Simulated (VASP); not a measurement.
Crystal: LiScBH4.

```
Li Sc B H
1.0
     0.00000    2.95327    2.95327
     2.95327    0.00000    2.95327
     2.95327    2.95327    0.00000
Li Sc B H
1 1 1 4
Direct
  0.00000 0.00000 0.00000
  0.25000 0.25000 0.25000
  0.75000 0.75000 0.75000
  0.82493 0.82493 0.52521
  0.52521 0.82493 0.82493
  0.82493 0.82493 0.82493
  0.82493 0.52521 0.82493
```

| Property | Result |
| --- | --- |
| Program | VASP 6.6.1 |
| Task | relaxation of cell and atoms |
| Functional | PBE |
| Potentials or basis | VASP PAW PBE potentials, release 64 (Li_sv, Sc_sv, B, H) |
| Cutoff | 600 eV |
| k mesh | 6 × 6 × 6 |
| Occupations | gaussian, width 0.1 eV |
| Spin | no spin polarisation |

At the start: pressure 108.6 GPa; volume 7.36 Å³/atom.

Task: Where does the relaxation end?

Result: Over 14 steps the energy falls by 2901.7 meV/atom and the volume is 11.17 Å³/atom (+51.8 %); space group F-43m (No. 216, to 0.05 Å).

Step by step:
| step | energy change (eV) | largest force (eV/Å) | pressure (GPa) | volume (Å³) |
| --- | --- | --- | --- | --- |
| 1 | 0.0000 | 32.8977 | 108.55 | 51.52 |
| 2 | 205.2699 | 698.2024 | 272.17 | 98.35 |
| 3 | -19.4159 | 0.9142 | 18.00 | 53.45 |
| 4 | -19.4372 | 0.7796 | 17.54 | 53.54 |
| 5 | -19.5389 | 0.4207 | 13.69 | 54.35 |
| 6 | 10.7660 | 27.0152 | 38.98 | 74.19 |
| 7 | -19.0855 | 2.5768 | 10.07 | 54.43 |
| 8 | -19.8021 | 0.0528 | 10.41 | 57.63 |
| 9 | -19.8200 | 0.5479 | 10.95 | 58.24 |
| 10 | -20.0735 | 0.0907 | 5.81 | 63.29 |
| 11 | -20.2313 | 0.5106 | 0.95 | 70.96 |
| 12 | -20.2401 | 0.6643 | -0.21 | 73.27 |
| 13 | -20.3053 | 0.1688 | 0.17 | 76.73 |
| 14 | -20.3120 | 0.0367 | 0.36 | 78.21 |

Final structure:
```cif
data_structure
_symmetry_space_group_name_H-M 'P 1'
_symmetry_Int_Tables_number 1
_cell_length_a 4.8002
_cell_length_b 4.8002
_cell_length_c 4.8002
_cell_angle_alpha 60.000
_cell_angle_beta 60.000
_cell_angle_gamma 60.000
_cell_volume 78.21
loop_
_atom_site_label
_atom_site_type_symbol
_atom_site_fract_x
_atom_site_fract_y
_atom_site_fract_z
_atom_site_occupancy
Li1 Li 0.00000 0.00000 0.00000 1
Sc1 Sc 0.25000 0.25000 0.25000 1
B1 B 0.75000 0.75000 0.75000 1
H1 H 0.85503 0.85503 0.43492 1
H2 H 0.43492 0.85503 0.85503 1
H3 H 0.85503 0.85503 0.85503 1
H4 H 0.85503 0.43492 0.85503 1
```

Caveat: the cutoff is under 1.25 times the usual one of these potentials, so pressure, stress and relaxed cells hold a basis-set (Pulay) error; the volume moved by over 15 % at a fixed basis, so the end points are rough.
